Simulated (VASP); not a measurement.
# Li2ZrP2 (I4/mmm) in VASP: notebook

The runs below take Li2ZrP2 through single point, relaxation of cell and atoms, with PBE.

All numbers are computed with VASP 6.6.1; they aren't measurements. Logs are shortened: lines on timing, memory, paths and dates and some standing lists are left out, and cuts for length are marked.

### 1 The cell of the first run

It takes space group I4/mmm (No. 139, tetragonal). The conventional cell has a = 3.601 Å, b = 3.601 Å, c = 11.412 Å, α = 90.00°, β = 90.00°, γ = 90.00°. Li (site symmetry -4m2) has 4 P at 2.45 Å and 4 Li at 2.55 Å within 3.2 Å. Within 3.7 Å of Zr (site symmetry 4/mmm) lie 8 P at 2.81 Å and 8 Li at 3.37 Å and 4 Zr at 3.60 Å. P (site symmetry 4mm) has 1 P at 2.38 Å and 4 Li at 2.45 Å and 4 Zr at 2.81 Å within 3.1 Å.

### 2 Single point, PBE

The input, INCAR:

```
PREC     = Accurate       # precision mode
ENCUT    = 520            # plane-wave cutoff, eV
EDIFF    = 1E-7           # SCF threshold, eV
ISMEAR   = 0              # smearing method
SIGMA    = 0.1            # smearing width, eV
LREAL    = False          # projectors in reciprocal space
LASPH    = True           # aspherical terms in the spheres
NELM     = 80             # most SCF steps
ALGO     = Normal         # electronic algorithm
ISIF     = 2              # what is computed and relaxed
LWAVE    = False          # write WAVECAR
LCHARG   = True           # write CHGCAR
GGA      = PE             # functional
LELF     = True           # ELF
LVHAR    = True         
NBANDS   = 22             # bands
```

The input, KPOINTS:

```
regular mesh
0
Gamma
  6 6 6
```

The input, POSCAR:

```
Li2ZrP2
1.0
   -1.8005910122      1.8005910122      5.7059853623
    1.8005910122     -1.8005910122      5.7059853623
    1.8005910122      1.8005910122     -5.7059853623
Li Zr P
2 1 2
Direct
    0.7500000000      0.2500000000      0.5000000000
    0.2500000000      0.7500000000      0.5000000000
    0.0000000000      0.0000000000      0.0000000000
    0.3956986140      0.3956986140      0.0000000000
    0.6043013860      0.6043013860      0.0000000000
```

Potentials or basis: VASP PAW PBE potentials, release 64 (Li_sv, Zr_sv, P).

Launch:

```bash
cat potpaw_PBE.64/Li_sv/POTCAR potpaw_PBE.64/Zr_sv/POTCAR potpaw_PBE.64/P/POTCAR > POTCAR
mpirun -np 1 vasp_std > vasp.out
```

OUTCAR:

```text
PREC = Accurate
   ENCUT = 520
   EDIFF = 1E-7
   ISMEAR = 0
   LREAL = False
   LASPH = True
   NELM = 80
   ISIF = 2
   GGA = PE

 ion  position               nearest neighbor table
   1  0.750  0.250  0.500-   5 2.45   4 2.45   4 2.45   5 2.45   2 2.55   2 2.55   2 2.55   2 2.55

   2  0.250  0.750  0.500-   5 2.45   4 2.45   4 2.45   5 2.45   1 2.55   1 2.55   1 2.55   1 2.55

   3  0.000  0.000  0.000-   5 2.81   5 2.81   5 2.81   4 2.81   5 2.81   4 2.81   4 2.81   4 2.81

   4  0.396  0.396  0.000-   5 2.38   2 2.45   1 2.45   2 2.45   1 2.45   3 2.81   3 2.81   3 2.81
                             3 2.81
   5  0.604  0.604  0.000-   4 2.38   1 2.45   2 2.45   1 2.45   2 2.45   3 2.81   3 2.81   3 2.81
                             3 2.81

  LATTYP: Found a body centered tetragonal cell.
 ALAT       =     3.6011820244
 C/A-ratio  =     3.1689513741

  Lattice vectors:

 A1 = (  -1.8005910122,   1.8005910122,   5.7059853623)
 A2 = (   1.8005910122,  -1.8005910122,   5.7059853623)
 A3 = (   1.8005910122,   1.8005910122,  -5.7059853623)

Analysis of symmetry for initial positions (statically):
=====================================================================
 Subroutine PRICEL returns:
 Original cell was already a primitive cell.

 Routine SETGRP: Setting up the symmetry group for a
 body centered tetragonal supercell.

 Subroutine GETGRP returns: Found 16 space group operations
 (whereof 16 operations were pure point group operations)
 out of a pool of 16 trial point group operations.

The static configuration has the point symmetry D_4h.

Analysis of symmetry for dynamics (positions and initial velocities):
=====================================================================
 Subroutine PRICEL returns:
 Original cell was already a primitive cell.

 Routine SETGRP: Setting up the symmetry group for a
 body centered tetragonal supercell.

 Subroutine GETGRP returns: Found 16 space group operations
 (whereof 16 operations were pure point group operations)
 out of a pool of 16 trial point group operations.

The dynamic configuration has the point symmetry D_4h.

 Subroutine INISYM returns: Found 16 space group operations
 (whereof 16 operations are pure point group operations),
 and found     1 'primitive' translations

----------------------------------------------------------------------------------------

                                     Primitive cell

  volume of cell :      73.9981

  direct lattice vectors                    reciprocal lattice vectors
    -1.800591012  1.800591012  5.705985362     0.000000000  0.277686602  0.087627284
     1.800591012 -1.800591012  5.705985362     0.277686602  0.000000000  0.087627284
     1.800591012  1.800591012 -5.705985362     0.277686602  0.277686602  0.000000000

  length of vectors
     6.248401791  6.248401791  6.248401791     0.291184460  0.291184460  0.392708159

  position of ions in fractional coordinates (direct lattice)
     0.750000000  0.250000000  0.500000000
     0.250000000  0.750000000  0.500000000
     0.000000000  0.000000000  0.000000000
     0.395698614  0.395698614  0.000000000
     0.604301386  0.604301386  0.000000000

  ion indices of the primitive-cell ions
   primitive index   ion index
                 1           1
                 2           2
                 3           3
                 4           4
                 5           5

----------------------------------------------------------------------------------------

 KPOINTS: regular mesh

Automatic generation of k-mesh.
 Grid dimensions read from file:
 generate k-points for:    6    6    6

 Generating k-lattice:

  Cartesian coordinates                     Fractional coordinates (reciprocal lattice)
     0.000000000  0.046281100  0.014604547     0.166666667  0.000000000  0.000000000
     0.046281100  0.000000000  0.014604547     0.000000000  0.166666667  0.000000000
     0.046281100  0.046281100  0.000000000     0.000000000  0.000000000  0.166666667

  Length of vectors
     0.048530743  0.048530743  0.065451360

  Shift w.r.t. Gamma in fractional coordinates (k-lattice)
     0.000000000  0.000000000  0.000000000

 Subroutine IBZKPT returns following result:
 ===========================================

 Found     30 irreducible k-points:

 Following reciprocal coordinates:
            Coordinates               Weight
  0.000000  0.000000  0.000000      1.000000
  0.166667  0.000000 -0.000000      8.000000
  0.333333  0.000000 -0.000000      8.000000
  0.500000  0.000000  0.000000      4.000000
  0.166667  0.166667 -0.000000      8.000000
  0.333333  0.166667  0.000000     16.000000
[... 16 lines left out ...]
 -0.333333 -0.333333  0.166667      8.000000
 -0.166667 -0.333333  0.166667      8.000000
 [... further k-points ...]
   k-points           NKPTS =     30   k-points in BZ     NKDIM =     30   number of bands    NBANDS=     22
   number of dos      NEDOS =    301   number of ions     NIONS =      5
   total plane-waves  NPLWV = 110592
   dimension x,y,z NGX =    48 NGY =   48 NGZ =   48
   dimension x,y,z NGXF=    96 NGYF=   96 NGZF=   96
   ions per type =               2   1   2
   NGX,Y,Z   is equivalent  to a cutoff of  12.77, 12.77, 12.77 a.u.
   NGXF,Y,Z  is equivalent  to a cutoff of  25.54, 25.54, 25.54 a.u.
 SYSTEM =  unknown system
   PREC   = accura    normal or accurate (medium, high low for compatibility)
   ISTART =      0    job   : 0-new  1-cont  2-samecut
   ICHARG =      2    charge: 1-file 2-atom 10-const
   ISPIN  =      1    spin polarized calculation?
   LNONCOLLINEAR =      F non collinear calculations
   LSORBIT =      F    spin-orbit coupling
   LASPH  =      T    aspherical Exc in radial PAW
   ENCUT  =  520.0 eV  38.22 Ry    6.18 a.u.  11.62 11.62 11.62*2*pi/ulx,y,z
   NELM   =     80;   NELMIN=  2; NELMDL= -5     # of ELM steps
   EDIFF  = 0.1E-06   stopping-criterion for ELM
   LREAL  =      F    real-space projection
   EDIFFG = 0.1E-05   stopping-criterion for IOM
   NSW    =      0    number of steps for IOM
   IBRION =     -1    ionic relax: 0-MD 1-quasi-New 2-CG
   NFREE  =      0    steps in history (QN), initial steepest desc. (CG)
   ISIF   =      2    stress and relaxation
   ISYM   =      2    0-nonsym 1-usesym 2-fastsym
   POTIM  = 0.5000    time-step for ionic-motion
   TEBEG  =    0.0;   TEEND  =   0.0 temperature during run
   PSTRESS=    0.0 pullay stress
   NELECT =      28.0000    total number of electrons
   NUPDOWN=      -1.0000    fix difference up-down
   EMIN   =  10.00;   EMAX   =-10.00  energy-range for DOS
   EFERMI =   0.00;   METHOD = LEGACY
   ISMEAR =     0;   SIGMA  =   0.10  broadening in eV -4-tet -1-fermi 0-gaus
   EFERMI_NEDOS =   21; number of points for ismear=-14 and -15
   IALGO  =     38    algorithm
   IMIX   =      4    mixing-type and parameters
     AMIX     =   0.40;   BMIX     =  1.00
     AMIX_MAG =   1.60;   BMIX_MAG =  1.00
  volume/ion in A,a.u.               =      14.80        99.87
  Fermi-wavevector in a.u.,A,eV,Ry     =   1.184097  2.237619 19.076531  1.402085
  Thomas-Fermi vector in A             =   2.320318
   LORBIT       =      0    0 simple, 1 ext, 2 COOP (PROOUT), +10 PAW based schemes
   GGA     = PE    functional components
   LHFCALC =     F    Hartree Fock is set to
   AEXX    =    0.0000 exact exchange contribution
   IVDW    =     0    specifies the selected vdW correction
   LEPSILON=     F    determine dielectric tensor
   LRPA    =     F    only Hartree local field effects (RPA)
 non-spin polarized calculation
 Gauss-broadening in eV      SIGMA  =   0.10
  energy-cutoff  :      520.00
  volume of cell :       74.00
 maximum number of plane-waves:      2010
 NGX is ok and might be reduce to    48
   NGX = 23   NGY = 23   NGZ = 23

 number of electron      27.9999994 magnetization

 Free energy of the ion-electron system (eV)
  ---------------------------------------------------
  ext. energy  EPLUGINS =         0.00000000
  ---------------------------------------------------
  free energy    TOTEN  =       -26.83646022 eV

  energy without entropy =      -26.83117289  energy(sigma->0) =      -26.83381655

 E-fermi :   7.5338     XC(G=0): -10.4484

 val. band max:        7.5071572351   @ k =  -0.1667   0.1667   0.1667
 cond. band min:       7.6607802721   @ k =  -0.3333   0.1667   0.0000
 fundamental gap:      0.1536230370
 Fermi energy:         7.5338039253

 k-point     1 :       0.0000    0.0000    0.0000
  band No.  band energies     occupation
      1     -41.8781      2.00000
      2     -38.4090      2.00000
      3     -38.3192      2.00000
      4     -19.8742      2.00000
      5     -19.8742      2.00000
      6     -19.8678      2.00000
[... 14 lines left out ...]
     21      11.3929      0.00000
     22      12.9563      0.00000

 k-point     2 :       0.1667    0.0000   -0.0000
  band No.  band energies     occupation
      1     -41.8751      2.00000
      2     -38.4027      2.00000
      3     -38.3251      2.00000
      4     -19.9289      2.00000
      5     -19.8684      2.00000
      6     -19.8611      2.00000
[... 14 lines left out ...]
     21      12.9516      0.00000
     22      13.4272      0.00000

 k-point     3 :       0.3333    0.0000   -0.0000
  band No.  band energies     occupation
      1     -41.8691      2.00000
      2     -38.3858      2.00000
      3     -38.3410      2.00000
      4     -20.0360      2.00000
      5     -19.8568      2.00000
      6     -19.8478      2.00000
[... 14 lines left out ...]
     21      12.9079      0.00000
     22      14.4188      0.00000
[... 476 lines left out ...]
 k-point    23 :      -0.3333   -0.3333    0.1667
  band No.  band energies     occupation
      1     -41.8721      2.00000
      2     -38.3972      2.00000
      3     -38.3300      2.00000
      4     -19.9265      2.00000
      5     -19.9165      2.00000
      6     -19.8548      2.00000
[... 14 lines left out ...]
     21      12.6351      0.00000
     22      12.9532      0.00000

 k-point    24 :      -0.1667   -0.3333    0.1667
  band No.  band energies     occupation
      1     -41.8751      2.00000
      2     -38.4027      2.00000
      3     -38.3251      2.00000
      4     -19.9289      2.00000
      5     -19.8684      2.00000
      6     -19.8611      2.00000
[... 14 lines left out ...]
     21      13.0640      0.00000
     22      13.4997      0.00000

 [... further k-points ...]
[... 5 lines left out ...]
  --------------------------------------------------------------------------------------
  -------------------------------------------------------------------------------------
  Total       -0.0015939     -0.0015939     -0.0280157      0.0000000     -0.0000000     -0.0000000
  in kB       -0.0345105     -0.0345105     -0.6065844      0.0000000     -0.0000000     -0.0000000
  external PRESSURE =      -0.2252018 kB  Pullay stress =       0.0000000 kB

 VOLUME and BASIS-vectors are now :
 -----------------------------------------------------------------------------
  energy-cutoff  :      520.00
  volume of cell :       74.00
      direct lattice vectors                 reciprocal lattice vectors
    -1.800591012  1.800591012  5.705985362     0.000000000  0.277686602  0.087627284
     1.800591012 -1.800591012  5.705985362     0.277686602  0.000000000  0.087627284
     1.800591012  1.800591012 -5.705985362     0.277686602  0.277686602  0.000000000

 POSITION                                       TOTAL-FORCE (eV/Angst)
 -----------------------------------------------------------------------------------
      0.00000      1.80059      2.85299        -0.000000     -0.000000      0.000000
      1.80059      0.00000      2.85299        -0.000000     -0.000000      0.000000
      0.00000      0.00000      0.00000        -0.000000     -0.000000     -0.000000
      0.00000      0.00000      4.51570        -0.000000     -0.000000      0.039197
      0.00000      0.00000      6.89627         0.000000      0.000000     -0.039197
 -----------------------------------------------------------------------------------
    total drift:                                0.000000     -0.000000      0.000000

  FREE ENERGIE OF THE ION-ELECTRON SYSTEM (eV)
  ---------------------------------------------------
  free  energy   TOTEN  =       -26.8364602219 eV

  energy  without entropy=      -26.8311728853  energy(sigma->0) =      -26.83381655
```

Run time: 2.6 min. Hardware: 1 thread of Intel Xeon Platinum 8259CL at 2.50GHz (Skylake/Cascade Lake), shared host; peak memory 0.34 GiB.

What came out:

```yaml
Free_energy: -26.8365 eV
Largest_force: 0.039 eV/Å
Band_gap_on_the_k_mesh: zero (bands 14 and 15 overlap by 0.94 eV)
```

Forces on the atoms (eV/Å):
```
Li   0.000  0.000  0.000
Li   0.000  0.000  0.000
Zr   0.000  0.000  0.000
P    0.000  0.000  0.039
P    0.000  0.000 -0.039
```

Caveat: the cutoff is under 1.25 times the usual one of these potentials, so pressure, stress and relaxed cells hold a basis-set (Pulay) error.

[end of part 1 of 3]

The gap in the log of VASP goes by the Fermi energy; the results here count the filled bands.